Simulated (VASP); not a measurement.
Write the native input for VASP 6.6.1 that does the following.

```
Task                   : single point
Functional             : PBEsol
Dispersion             : D3(BJ)
Potentials or basis    : VASP PAW PBE potentials, release 64 (Ba_sv, Ti_sv, O)
Cutoff                 : 520 eV
k mesh                 : 6 × 6 × 6
Occupations            : fermi-dirac, width 0.05 eV
Spin                   : no spin polarisation
Dipole correction      : no
Further INCAR settings : ALGO = Normal; EDIFF = 1e-06; NBANDS = 51
```

The structure of BaTiO3 lies in POSCAR:

```
BaTiO3
1.0
    2.7932725750     -4.8384239525      0.0001848730
    5.5926052893      0.0034988231     -0.0026171720
    2.7931474255     -1.6130552116      4.5615727415
Ba Ti O
2 2 6
Direct
    1.0042143420      0.9958827442      0.9957192611
    0.5042285672      0.4958858672      0.4957099305
    0.7584631363      0.7332273126      0.7499672564
    0.2584583676      0.2332252434      0.2499702504
   -0.0019054501      0.5105205248      0.9895757712
    0.4981000321      0.0105241902      0.4895624467
    0.5017402082      0.5105150881     -0.0104133470
    1.0017464381      0.0105051755      0.4895920443
    0.4981233224      1.0105107428     -0.0067953300
    0.9981310363      0.5105031112      0.4932117064
```

One way to write it, as run:

INCAR

```
PREC     = Accurate       # precision mode
ENCUT    = 520            # plane-wave cutoff, eV
EDIFF    = 1E-6           # SCF threshold, eV
ISMEAR   = -1             # smearing method
SIGMA    = 0.05           # smearing width, eV
LREAL    = F              # projectors in reciprocal space
LASPH    = T              # aspherical terms in the spheres
NELM     = 60             # most SCF steps
ALGO     = Normal         # electronic algorithm
ISIF     = 2              # what is computed and relaxed
LWAVE    = F              # write WAVECAR
LCHARG   = F              # write CHGCAR
GGA      = PS             # functional
IVDW     = 12             # dispersion correction
NBANDS   = 51             # bands
```

KPOINTS

```
regular mesh
0
Gamma
  6 6 6
```

Potentials or basis: VASP PAW PBE potentials, release 64 (Ba_sv, Ti_sv, O).

Run with:

```console
$ cat potpaw_PBE.64/Ba_sv/POTCAR potpaw_PBE.64/Ti_sv/POTCAR potpaw_PBE.64/O/POTCAR > POTCAR
$ mpirun -np 1 vasp_std > vasp.out
```

Results of the run:

```json
{"Pressure": "2.1 GPa", "Largest force": "0.040 eV/Å", "Band gap on the k mesh": "2.07 eV", "Dispersion energy per atom": "-0.275 eV"}
```

Caveat: the PAW data sets were made with another functional, which shifts forces and pressure a little; spin-orbit coupling is left out, which moves the levels of the heavy elements.

Run time: 18 min on 1 thread of Intel(R) Xeon(R) Platinum 8259CL CPU @ 2.50GHz (Skylake/Cascade Lake), with other jobs on the host, peak memory 0.66 GiB.
